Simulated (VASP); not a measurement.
Write the native input for VASP 6.6.1 that does the following.

```yaml
Task: single point
Functional: LDA
Potentials_or_basis: VASP PAW LDA potentials, release 64 (Hg, Te)
Cutoff: 500 eV
k_mesh: 6 × 6 × 6
Occupations: gaussian, width 0.1 eV
Spin: no spin polarisation
Dipole_correction: no
Further_INCAR_settings: ALGO = Normal; EDIFF = 1e-06; NBANDS = 16
```

The structure of HgTe lies in POSCAR:

```
HgTe
1.0
    0.0000000000      3.2235000000      3.2235000000
    3.2235000000      0.0000000000      3.2235000000
    3.2235000000      3.2235000000      0.0000000000
Hg Te
1 1
Direct
    0.0000000000      0.0000000000      0.0000000000
    0.7500000000      0.7500000000      0.7500000000
```

One way to write it, as run:

INCAR

```
  PREC = Accurate
  ENCUT = 500
  EDIFF = 1E-6
  ISMEAR = 0
  SIGMA = 0.1
  LREAL = F
  LASPH = T
  NELM = 120
  ALGO = Normal
  ISIF = 2
  LWAVE = F
  LCHARG = F
  GGA = CA
  NBANDS = 16
  GGA_COMPAT = F
```

KPOINTS

```
Automatic mesh
0
Gamma
  6 6 6
```

Potentials or basis: VASP PAW LDA potentials, release 64 (Hg, Te).

Command:

```sh
$ cat potpaw_LDA.64/Hg/POTCAR potpaw_LDA.64/Te/POTCAR > POTCAR
$ mpirun -np 1 vasp_std > vasp.out
```

It gave:

```
Pressure               : 0.1 GPa
Band gap on the k mesh : zero (filled and empty bands touch)
```

Caveat: spin-orbit coupling is left out, which moves the levels of the heavy elements.

Wall time 25 s on 1 thread of AMD EPYC 7R43 64-Core Processor (Zen 3), on a shared host, peak memory 0.14 GiB.
